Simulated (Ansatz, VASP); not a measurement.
## SiC: VASP beside Ansatz

File POSCAR:

```
SiC
1.0
    0.0000000000      2.1780523476      2.1780523476
    2.1429857048      0.0000000000      2.1780523476
    2.1429857048      2.1780523476      0.0000000000
Si C
1 1
Direct
    0.0000000000      0.0000000000      0.0000000000
    0.2500000000      0.2500000000      0.2500000000
```

File INCAR.step1:

```
PREC = Accurate
ENCUT = 520
ISMEAR = 0
SIGMA = 0.01
LREAL = False
LASPH = True
NELM = 60
NBANDS = 11
GGA = PE
ALGO = Normal
EDIFF = 1E-4
LWAVE = True
LCHARG = False
```

The input INCAR.step2:

```
PREC = Accurate
ENCUT = 520
EDIFF = 1E-6
ISMEAR = 0
SIGMA = 0.01
LREAL = False
LASPH = True
NELM = 60
ALGO = Normal
ISIF = 2
LWAVE = False
LCHARG = False
METAGGA = R2SCAN
LMIXTAU = True
NBANDS = 11
ISTART = 1
```

File KPOINTS:

```
regular mesh
0
Gamma
  10 10 10
```

Input for Ansatz:

```yaml
crystal:
  lattice:
    - [0.0, 2.1780523476, 2.1780523476]
    - [2.1429857048, 0.0, 2.1780523476]
    - [2.1429857048, 2.1780523476, 0.0]
  atoms:
    - { symbol: Si, position: [0.0, 0.0, 0.0] }
    - { symbol: C, position: [0.25, 0.25, 0.25] }
kpoints:
  mp_grid: { grid: [10, 10, 10] }
  band_path:
    path:
      - [0.0, 0.0, 0.0]
      - [-0.5, -0.5, 0.0]
      - [-0.375, -0.375, 0.25]
      - [-0.375, 0.0, 0.375]
      - [0.0, 0.0, 0.5]
      - [-0.5, -0.25, 0.25]
    npoints: 1
hamiltonian:
  xc: r2scan
scf:
  occupations: { method: fixed }
  n_extra_bands: 4
output:
  forces: true
  stress: true
  eigenvalues: true
```

Change from the starting cell: uniaxial_x strain -1.6%.

Alike in both runs: task single point; functional r2SCAN; k mesh 10 × 10 × 10; no spin polarisation.

|  | VASP | Ansatz |
| --- | --- | --- |
| version | VASP 6.6.1 | Ansatz 0.2.0 |
| potentials or method | VASP PAW PBE potentials, release 64 (Si, C) | plane waves, PAW |
| plane-wave cutoff (eV) | 520 | 500 |
| occupations | gaussian, width 0.01 eV | fixed |
| valence electrons in the cell | 8 | 8 |

```tsv
	VASP	Ansatz	Ansatz less VASP
gap on the k mesh at the Fermi level (eV)	1.54	1.53	-0.011
pressure (GPa)	3.6	3.8	+0.20
traceless stress, the component that is largest in VASP (GPa)	2.95	2.93	-0.014
```

VASP's potentials were made for PBE, not for r2SCAN.
